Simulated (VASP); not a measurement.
Here is a VASP 6.6.1 calculation.

The input INCAR:

```
PREC = Accurate
ENCUT = 520
EDIFF = 1E-7
ISMEAR = -1
SIGMA = 0.05
LREAL = F
LASPH = T
NELM = 150
ALGO = Normal
ISIF = 2
LWAVE = F
LCHARG = T
ISPIN = 2
MAGMOM = 2 2
LORBIT = 11
LMAXMIX = 4
GGA = PS
LELF = T
LVHAR = T
NBANDS = 20
```

The input KPOINTS:

```
regular mesh
0
Gamma
  17 17 9
```

Contents of POSCAR:

```
Co
1.0
    2.4953926951      0.0000000000      0.0000000000
   -1.2476963476      2.1610734664      0.0000000000
    0.0000000000      0.0000000000      4.0317541369
Co
2
Direct
    0.3333333333      0.6666666667      0.2500000000
    0.6666666667      0.3333333333      0.7500000000
```

Potentials or basis: VASP PAW PBE potentials, release 64 (Co).

Launch:

```bash
$ cat potpaw_PBE.64/Co/POTCAR > POTCAR
$ mpirun -np 1 vasp_std > vasp.out
```

(1) Estimate the pressure.

(2) What does it give for the net moment?

(3) What does it give for the site moments?

## Answers

(1) -10.7 GPa.

(2) 3.23 μB per cell.

(3) Co +1.63 μB.

Caveat: the cell stands under tension; the PAW data sets were made with another functional, which shifts forces and pressure a little.
